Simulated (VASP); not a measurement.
A run of VASP 6.6.1 is set up as follows.

INCAR

```
PREC     = Accurate       # precision mode
ENCUT    = 520            # plane-wave cutoff, eV
EDIFF    = 1E-6           # SCF threshold, eV
ISMEAR   = 0              # smearing method
SIGMA    = 0.02           # smearing width, eV
LREAL    = False          # projectors in reciprocal space
LASPH    = True           # aspherical terms in the spheres
NELM     = 100            # most SCF steps
ALGO     = Normal         # electronic algorithm
ISIF     = 2              # what is computed and relaxed
LWAVE    = False          # write WAVECAR
LCHARG   = True           # write CHGCAR
LDIPOL   = True         
IDIPOL   = 3            
DIPOL    = 0.5 0.5 0.500
GGA      = PE             # functional
IVDW     = 12             # dispersion correction
LELF     = True           # ELF
LVHAR    = True         
LVACPOTAV= True         
NBANDS   = 20             # bands
```

Contents of KPOINTS:

```
regular mesh
0
Gamma
  12 12 1
```

The input POSCAR:

```
WS2
1.0
    2.9700000000      0.0000000000      0.0000000000
   -1.4850000000      2.5720954492      0.0000000000
    0.0000000000      0.0000000000     32.2910878415
S W
2 1
Direct
    0.3333333333      0.6666666667      0.4524697866
    0.3333333333      0.6666666667      0.5475424585
    0.6666666667      0.3333333333      0.5000061203
```

Potentials or basis: VASP PAW PBE potentials, release 64 (S, W_sv).

Launch:

```console
$ cat potpaw_PBE.64/S/POTCAR potpaw_PBE.64/W_sv/POTCAR > POTCAR
$ mpirun -np 1 vasp_std > vasp.out
```

Q: Estimate the band gap on the k mesh.

A: 2.07 eV (least direct gap 2.63 eV).

Q: Estimate the dispersion energy per atom.

A: -0.356 eV.

Q: What does it give for the ionisation potential of the upper face?

A: 5.58 eV.

Forces in eV/Å, atoms in the order of the input:
```
S    0.000  0.000 -2.762
S    0.000  0.000  2.762
W    0.000  0.000  0.000
```

Caveat: spin-orbit coupling is left out, which moves the levels of the heavy elements.
